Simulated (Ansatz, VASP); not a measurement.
Two plane-wave programs on Al

INCAR

```
SYSTEM = Al
ALGO     = Fast           ! electronic algorithm
EDIFF    = 1E-6           ! SCF threshold, eV
ENCUT    = 520            ! plane-wave cutoff, eV
GGA      = PE             ! functional
ISIF     = 2              ! what is computed and relaxed
ISMEAR   = 0              ! smearing method
IVDW     = 12             ! dispersion correction
LASPH    = .True.         ! aspherical terms in the spheres
LCHARG   = .False.        ! write CHGCAR
LREAL    = .False.        ! projectors in reciprocal space
LWAVE    = .False.        ! write WAVECAR
NBANDS   = 14             ! bands
NELM     = 60             ! most SCF steps
PREC     = Accurate       ! precision mode
SIGMA    = 0.15           ! smearing width, eV
```

The input KPOINTS:

```
k-points
0
Gamma
  18 18 4
  0 0 0
```

The input POSCAR:

```
Al
1.0
    2.8518540810      0.0000000000      0.0000000000
   -1.4259270405      2.4697780820      0.0000000000
    0.0000000000      0.0000000000      9.2410470711
Al
4
Direct
   -0.2156748145      0.0000000000      0.0000000000
    0.3333333333      0.6666666667      0.2500000000
    0.2156748145      0.0000000000      0.5000000000
    0.6666666667      0.3333333333      0.7500000000
```

Input for Ansatz:

```yaml
crystal:
  lattice:
    - [2.851854081, 0.0, 0.0]
    - [-1.4259270405, 2.469778082, 0.0]
    - [0.0, 0.0, 9.2410470711]
  atoms:
    - { symbol: Al, position: [-0.2156748145, 0.0, 0.0] }
    - { symbol: Al, position: [0.3333333333, 0.6666666667, 0.25] }
    - { symbol: Al, position: [0.2156748145, 0.0, 0.5] }
    - { symbol: Al, position: [0.6666666667, 0.3333333333, 0.75] }
basis:
  ecutwfc: 420
kpoints:
  mp_grid: { grid: [18, 18, 4] }
hamiltonian:
  xc: pbe
  pseudopotentials: { kind: paw, azcp: { folder: soft_1 } }
  dispersion: d3bj
scf:
  occupations: { method: gaussian, width: 0.15 }
output:
  forces: true
  stress: true
  eigenvalues: true
```

Change from the starting cell: mode 4 frozen in at -0.607 Å, equal normal strain along x and y +0.0133.

Alike in both runs: task single point; functional PBE; dispersion D3(BJ); k mesh 18 × 18 × 4; occupations gaussian, width 0.15 eV; no spin polarisation.

```csv
,VASP,Ansatz
version,VASP 6.6.1,Ansatz 0.2.0
potentials or method,"VASP PAW PBE potentials, release 64 (Al), cutoff 520 eV","scalar-relativistic, plane waves, PAW"
valence electrons in the cell,12,12
```

```tsv
	VASP	Ansatz	Ansatz less VASP
gap on the k mesh at the Fermi level (eV)	none	none	-
pressure (GPa)	0.8	0.8	0.00
traceless stress, the component that is largest in VASP (GPa)	5.29	5.29	-0.002
rms of the force components (eV/Å)	0.276	0.276	+0.0003
```

Atom by atom the forces differ by 0.000 eV/Å (rms over components). A gap of «none» marks a metal or a gap that the smearing closes.
